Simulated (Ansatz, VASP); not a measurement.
**Two plane-wave programs on Ga**

```
CELL_PARAMETERS angstrom
2.68669 0.00000 0.00000
0.00000 2.68669 0.00000
0.00000 0.00000 2.68669
ATOMIC_POSITIONS crystal
Ga 0.00000 0.00000 0.00000
```

Alike in both runs: task single point; functional RPBE; k mesh 13 × 13 × 13; occupations fermi-dirac, width 0.1 eV; no spin polarisation.

```csv
,VASP,Ansatz
version,VASP 6.6.1,Ansatz 0.2.0
potentials or method,"VASP PAW PBE potentials, release 64 (Ga_d), cutoff 520 eV","plane waves (420 eV) with PAW, scalar-relativistic"
valence electrons in the cell,13,13
```

|  | VASP | Ansatz | Ansatz less VASP |
| --- | --- | --- | --- |
| pressure (GPa) | 4.0 | 3.8 | -0.19 |

VASP's potentials were made for PBE, not for RPBE.
